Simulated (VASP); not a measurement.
# Si8O in VASP: notebook

Si8O is run at these levels: PBE; tasks: single point.

Everything below comes from runs of VASP 6.6.1. Logs are shortened: lines on timing, memory, paths and dates and some standing lists are left out, and cuts for length are marked.

## (1) The cell of the first run

The cell holds a slab with vacuum, 9 atoms: a = 3.851 Å, b = 3.851 Å, c = 25.746 Å, α = 90.00°, β = 90.00°, γ = 120.00°.

## (2) Single point, PBE, collinear spin, ferromagnetic start

INCAR reads:

```
PREC = Accurate ; ENCUT = 520
EDIFF = 1E-6 ; ISMEAR = 0
SIGMA = 0.05 ; LREAL = F
LASPH = T ; NELM = 150
ALGO = Normal ; ISIF = 2
LWAVE = F ; LCHARG = F
ISPIN = 2 ; MAGMOM = 0 0 0 0 0 0 0 0 2
LORBIT = 11 ; LDIPOL = T
IDIPOL = 3 ; DIPOL = 0.5 0.5 0.382
GGA = PE ; NBANDS = 33
```

KPOINTS reads:

```
regular mesh
0
Gamma
  9 9 1
```

POSCAR reads:

```
Si8O
1.0
    3.8510821792      0.0000000000      0.0000000000
   -1.9255410896      3.3351349992      0.0000000000
    0.0000000000      0.0000000000     25.7458745107
Si O
8 1
Direct
    0.6666666667      0.3333333333      0.1553646973
    0.3333333333      0.6666666667      0.1864797868
    0.3333333333      0.6666666667      0.2789705438
    0.6666666667      0.3333333333      0.3100856332
    0.6666666667      0.3333333333      0.4023777075
    0.3333333333      0.6666666667      0.4328816163
    0.3333333333      0.6666666667      0.5270845181
    0.6666666667      0.3333333333      0.5533264953
    1.3333333333      0.6666666667      0.5933591971
```

Potentials or basis: VASP PAW PBE potentials, release 64 (Si, O).

Launch:

```
$ cat potpaw_PBE.64/Si/POTCAR potpaw_PBE.64/O/POTCAR > POTCAR
$ mpirun -np 1 vasp_std > vasp.out
```

OUTCAR:

```text
PREC = Accurate
   ENCUT = 520
   EDIFF = 1E-6
   ISMEAR = 0
   LREAL = F
   LASPH = T
   NELM = 150
   ISIF = 2
   ISPIN = 2
   LORBIT = 11
   GGA = PE

 ion  position               nearest neighbor table
   1  0.667  0.333  0.155-   2 2.36   2 2.36   2 2.36
   2  0.333  0.667  0.186-   1 2.36   1 2.36   1 2.36   3 2.38
   3  0.333  0.667  0.279-   4 2.36   4 2.36   4 2.36   2 2.38
   4  0.667  0.333  0.310-   3 2.36   3 2.36   3 2.36   5 2.38
   5  0.667  0.333  0.402-   6 2.36   6 2.36   6 2.36   4 2.38
   6  0.333  0.667  0.433-   5 2.36   5 2.36   5 2.36   7 2.43
   7  0.333  0.667  0.527-   9 1.71   8 2.32   8 2.32   8 2.32   6 2.43
   8  0.667  0.333  0.553-   7 2.32   7 2.32   7 2.32   9 2.45   9 2.45   9 2.45
   9  0.333  0.667  0.593-   7 1.71   8 2.45   8 2.45   8 2.45

  LATTYP: Found a hexagonal cell.
 ALAT       =     3.8510821792
 C/A-ratio  =     6.6853609746

  Lattice vectors:

 A1 = (   3.8510821792,   0.0000000000,   0.0000000000)
 A2 = (  -1.9255410896,   3.3351349992,   0.0000000000)
 A3 = (   0.0000000000,   0.0000000000,  25.7458745107)

Analysis of symmetry for initial positions (statically):
=====================================================================
 Subroutine PRICEL returns:
 Original cell was already a primitive cell.

 Routine SETGRP: Setting up the symmetry group for a
 hexagonal supercell.

 Subroutine GETGRP returns: Found  6 space group operations
 (whereof  6 operations were pure point group operations)
 out of a pool of 24 trial point group operations.

The static configuration has the point symmetry C_3v.

Analysis of symmetry for dynamics (positions and initial velocities):
=====================================================================
 Subroutine PRICEL returns:
 Original cell was already a primitive cell.

 Routine SETGRP: Setting up the symmetry group for a
 hexagonal supercell.

 Subroutine GETGRP returns: Found  6 space group operations
 (whereof  6 operations were pure point group operations)
 out of a pool of 24 trial point group operations.

The dynamic configuration has the point symmetry C_3v.

Analysis of structural, dynamic, and magnetic symmetry:
=====================================================================
 Subroutine PRICEL returns:
 Original cell was already a primitive cell.

 Routine SETGRP: Setting up the symmetry group for a
 hexagonal supercell.

 Subroutine GETGRP returns: Found  6 space group operations
 (whereof  6 operations were pure point group operations)
 out of a pool of 24 trial point group operations.

The overall configuration has the point symmetry C_3v.

 Subroutine INISYM returns: Found  6 space group operations
 (whereof  6 operations are pure point group operations),
 and found     1 'primitive' translations

----------------------------------------------------------------------------------------

                                     Primitive cell

  volume of cell :     330.6769

  direct lattice vectors                    reciprocal lattice vectors
     3.851082179  0.000000000  0.000000000     0.259667271  0.149918969  0.000000000
    -1.925541090  3.335134999  0.000000000     0.000000000  0.299837938  0.000000000
     0.000000000  0.000000000 25.745874511     0.000000000  0.000000000  0.038841174

  length of vectors
     3.851082179  3.851082179 25.745874511     0.299837938  0.299837938  0.038841174

  position of ions in fractional coordinates (direct lattice)
     0.666666667  0.333333333  0.155364697
     0.333333333  0.666666667  0.186479787
     0.333333333  0.666666667  0.278970544
     0.666666667  0.333333333  0.310085633
     0.666666667  0.333333333  0.402377708
     0.333333333  0.666666667  0.432881616
     0.333333333  0.666666667  0.527084518
     0.666666667  0.333333333  0.553326495
     0.333333333  0.666666667  0.593359197

  ion indices of the primitive-cell ions
   primitive index   ion index
                 1           1
                 2           2
                 3           3
                 4           4
                 5           5
                 6           6
                 7           7
                 8           8
                 9           9

----------------------------------------------------------------------------------------

 KPOINTS: regular mesh

Automatic generation of k-mesh.
 Grid dimensions read from file:
 generate k-points for:    9    9    1

 Generating k-lattice:

  Cartesian coordinates                     Fractional coordinates (reciprocal lattice)
     0.028851919  0.016657663  0.000000000     0.111111111  0.000000000  0.000000000
     0.000000000  0.033315326  0.000000000     0.000000000  0.111111111  0.000000000
     0.000000000  0.000000000  0.038841174     0.000000000  0.000000000  1.000000000

  Length of vectors
     0.033315326  0.033315326  0.038841174

  Shift w.r.t. Gamma in fractional coordinates (k-lattice)
     0.000000000  0.000000000  0.000000000

 Subroutine IBZKPT returns following result:
 ===========================================

 Found     12 irreducible k-points:

 Following reciprocal coordinates:
            Coordinates               Weight
  0.000000  0.000000  0.000000      1.000000
  0.111111  0.000000  0.000000      6.000000
  0.222222  0.000000  0.000000      6.000000
  0.333333  0.000000  0.000000      6.000000
  0.444444  0.000000  0.000000      6.000000
  0.111111  0.111111  0.000000      6.000000
  0.222222  0.111111  0.000000     12.000000
  0.333333  0.111111  0.000000     12.000000
  0.444444  0.111111  0.000000      6.000000
  0.222222  0.222222  0.000000      6.000000
  0.333333  0.222222  0.000000     12.000000
  0.333333  0.333333  0.000000      2.000000
   k-points           NKPTS =     12   k-points in BZ     NKDIM =     12   number of bands    NBANDS=     33
   number of dos      NEDOS =    301   number of ions     NIONS =      9
   total plane-waves  NPLWV = 172800
   dimension x,y,z NGX =    30 NGY =   30 NGZ =  192
   dimension x,y,z NGXF=    60 NGYF=   60 NGZF=  384
   ions per type =               8   1
   NGX,Y,Z   is equivalent  to a cutoff of  12.95, 12.95, 12.40 a.u.
   NGXF,Y,Z  is equivalent  to a cutoff of  25.90, 25.90, 24.80 a.u.
 SYSTEM =  unknown system
   PREC   = accura    normal or accurate (medium, high low for compatibility)
   ISTART =      0    job   : 0-new  1-cont  2-samecut
   ICHARG =      2    charge: 1-file 2-atom 10-const
   ISPIN  =      2    spin polarized calculation?
   LNONCOLLINEAR =      F non collinear calculations
   LSORBIT =      F    spin-orbit coupling
   LASPH  =      T    aspherical Exc in radial PAW
   ENCUT  =  520.0 eV  38.22 Ry    6.18 a.u.   7.16  7.16 47.87*2*pi/ulx,y,z
   NELM   =    150;   NELMIN=  2; NELMDL= -5     # of ELM steps
   EDIFF  = 0.1E-05   stopping-criterion for ELM
   LREAL  =      F    real-space projection
   EDIFFG = 0.1E-04   stopping-criterion for IOM
   NSW    =      0    number of steps for IOM
   IBRION =     -1    ionic relax: 0-MD 1-quasi-New 2-CG
   NFREE  =      0    steps in history (QN), initial steepest desc. (CG)
   ISIF   =      2    stress and relaxation
   ISYM   =      2    0-nonsym 1-usesym 2-fastsym
   POTIM  = 0.5000    time-step for ionic-motion
   TEBEG  =    0.0;   TEEND  =   0.0 temperature during run
   PSTRESS=    0.0 pullay stress
   NELECT =      38.0000    total number of electrons
   NUPDOWN=      -1.0000    fix difference up-down
   EMIN   =  10.00;   EMAX   =-10.00  energy-range for DOS
   EFERMI =   0.00;   METHOD = LEGACY
   ISMEAR =     0;   SIGMA  =   0.05  broadening in eV -4-tet -1-fermi 0-gaus
   EFERMI_NEDOS =   21; number of points for ismear=-14 and -15
   IALGO  =     38    algorithm
   IMIX   =      4    mixing-type and parameters
     AMIX     =   0.40;   BMIX     =  1.00
     AMIX_MAG =   1.60;   BMIX_MAG =  1.00
  volume/ion in A,a.u.               =      36.74       247.95
  Fermi-wavevector in a.u.,A,eV,Ry     =   0.795918  1.504066  8.619083  0.633485
  Thomas-Fermi vector in A             =   1.902339
   LORBIT       =     11    0 simple, 1 ext, 2 COOP (PROOUT), +10 PAW based schemes
   GGA     = PE    functional components
   LHFCALC =     F    Hartree Fock is set to
   AEXX    =    0.0000 exact exchange contribution
   IVDW    =     0    specifies the selected vdW correction
   LEPSILON=     F    determine dielectric tensor
   LRPA    =     F    only Hartree local field effects (RPA)
 spin polarized calculation
 Gauss-broadening in eV      SIGMA  =   0.05
  energy-cutoff  :      520.00
  volume of cell :      330.68
 maximum number of plane-waves:      8938
 NGX is ok and might be reduce to    30
   NGX = 15   NGY = 15   NGZ = 95

 dipolmoment           0.000000      0.000000     -0.095282 electrons x Angstroem

 number of electron      37.9999999 magnetization       0.0015458

 dipolmoment           0.000000      0.000000      0.125070 electrons x Angstroem

 Free energy of the ion-electron system (eV)
  ---------------------------------------------------
  ext. energy  EPLUGINS =         0.00000000
  ---------------------------------------------------
  free energy    TOTEN  =       -46.05483003 eV

  energy without entropy =      -46.04063463  energy(sigma->0) =      -46.04773233

 E-fermi :   0.0722     XC(G=0):  -5.3914

 val. band max:        0.0686981986   @ k =   0.4444   0.0000   0.0000
 cond. band min:       0.1030679416   @ k =   0.2222   0.1111   0.0000
 fundamental gap:      0.0343697430
 Fermi energy:         0.0722121926

 spin component 1

 k-point     1 :       0.0000    0.0000    0.0000
  band No.  band energies     occupation
      1     -18.7715      1.00000
      2     -11.6603      1.00000
      3     -11.0035      1.00000
      4     -10.1337      1.00000
      5      -9.5148      1.00000
      6      -6.0615      1.00000
[... 397 lines left out ...]
     30       6.0120      0.00000
     31       6.0825      0.00000
 Fermi energy:         0.0722121926

 spin component 2

 k-point     1 :       0.0000    0.0000    0.0000
  band No.  band energies     occupation
      1     -18.7705      1.00000
      2     -11.6603      1.00000
      3     -11.0034      1.00000
      4     -10.1335      1.00000
      5      -9.5143      1.00000
      6      -6.0615      1.00000
[... 397 lines left out ...]
     30       6.0121      0.00000
     31       6.0825      0.00000
 [bands above 31 left out]

------------------------ aborting loop because EDIFF is reached ----------------------------------------

 vacuum level on the upper side and lower side of the slab       (xc-potential included)         0.695        -1.010

  FORCE on cell =-STRESS in cart. coord.  units (eV):
  Direction    XX          YY          ZZ          XY          YZ          ZX
  --------------------------------------------------------------------------------------
  -------------------------------------------------------------------------------------
  Total        0.7023742      0.7023742     -0.1685828      0.0000000      0.0000000     -0.0000000
  in kB        3.4031042      3.4031042     -0.8168081      0.0000000      0.0000000     -0.0000000
  external PRESSURE =       1.9964668 kB  Pullay stress =       0.0000000 kB

 VOLUME and BASIS-vectors are now :
 -----------------------------------------------------------------------------
  energy-cutoff  :      520.00
  volume of cell :      330.68
      direct lattice vectors                 reciprocal lattice vectors
     3.851082179  0.000000000  0.000000000     0.259667271  0.149918969  0.000000000
    -1.925541090  3.335134999  0.000000000     0.000000000  0.299837938  0.000000000
     0.000000000  0.000000000 25.745874511     0.000000000  0.000000000  0.038841174

 POSITION                                       TOTAL-FORCE (eV/Angst)
 -----------------------------------------------------------------------------------
      1.92554      1.11171      4.00000        -0.000000     -0.000000      0.591853
     -0.00000      2.22342      4.80109         0.000000     -0.000000     -0.730134
     -0.00000      2.22342      7.18234        -0.000000     -0.000000      0.214374
      1.92554      1.11171      7.98343        -0.000000      0.000000     -0.148953
      1.92554      1.11171     10.35957        -0.000000      0.000000     -0.081396
     -0.00000      2.22342     11.14492         0.000000     -0.000000      0.377962
     -0.00000      2.22342     13.57025         0.000000     -0.000000     -0.369978
      1.92554      1.11171     14.24587         0.000000     -0.000000     -0.065299
     -0.00000      2.22342     15.27655         0.000000      0.000000      0.211570
 -----------------------------------------------------------------------------------
    total drift:                                0.000000     -0.000000     -0.000851

  FREE ENERGIE OF THE ION-ELECTRON SYSTEM (eV)
  ---------------------------------------------------
  free  energy   TOTEN  =       -46.0548300320 eV

  energy  without entropy=      -46.0406346270  energy(sigma->0) =      -46.04773233

 vacuum level on the upper side and lower side of the slab         6.440         4.690

 total charge

# of ion       s       p       d       tot
------------------------------------------
    1        0.805   0.836   0.000   1.641
    2        0.757   0.908   0.000   1.665
    3        0.764   0.901   0.000   1.665
    4        0.758   0.919   0.000   1.677
    5        0.761   0.915   0.000   1.677
    6        0.769   0.891   0.000   1.660
    7        0.738   0.913   0.000   1.651
    8        0.839   0.735   0.000   1.573
    9        1.611   3.306   0.000   4.916
--------------------------------------------------
tot          7.802  10.323   0.000  18.125

 magnetization (x)

# of ion       s       p       d       tot
------------------------------------------
    1       -0.000  -0.000   0.000  -0.000
    2        0.000  -0.000   0.000  -0.000
    3       -0.000  -0.000   0.000  -0.000
    4       -0.000  -0.000   0.000  -0.000
    5        0.000   0.000   0.000   0.000
    6        0.000   0.000   0.000   0.000
    7        0.000   0.000   0.000   0.000
    8       -0.000   0.000   0.000   0.000
    9        0.000   0.001   0.000   0.001
--------------------------------------------------
tot          0.000   0.001   0.000   0.001
```

It took 16 min on 1 thread of Intel Xeon Platinum 8259CL at 2.50GHz (Skylake/Cascade Lake), shared host; peak memory 0.66 GiB.

Results:

* Free energy: -46.0548 eV
* Largest force: 0.730 eV/Å
* Band gap on the k mesh: zero (filled and empty bands overlap)
* Net moment: 0.00 μB per cell
* Valence electrons inside the program's atomic spheres: Si 1.64, 1.67, 1.68, 1.66, 1.65, 1.57 (each value once); O 4.92

Forces on the atoms (eV/Å):
```
Si   0.000  0.000  0.592
Si   0.000  0.000 -0.730
Si   0.000  0.000  0.214
Si   0.000  0.000 -0.149
Si   0.000  0.000 -0.081
Si   0.000  0.000  0.378
Si   0.000  0.000 -0.370
Si   0.000  0.000 -0.065
O    0.000  0.000  0.212
```

(Continued in part 2 of 2.)

The gap in the log of VASP goes by the Fermi energy; the results here count the filled bands.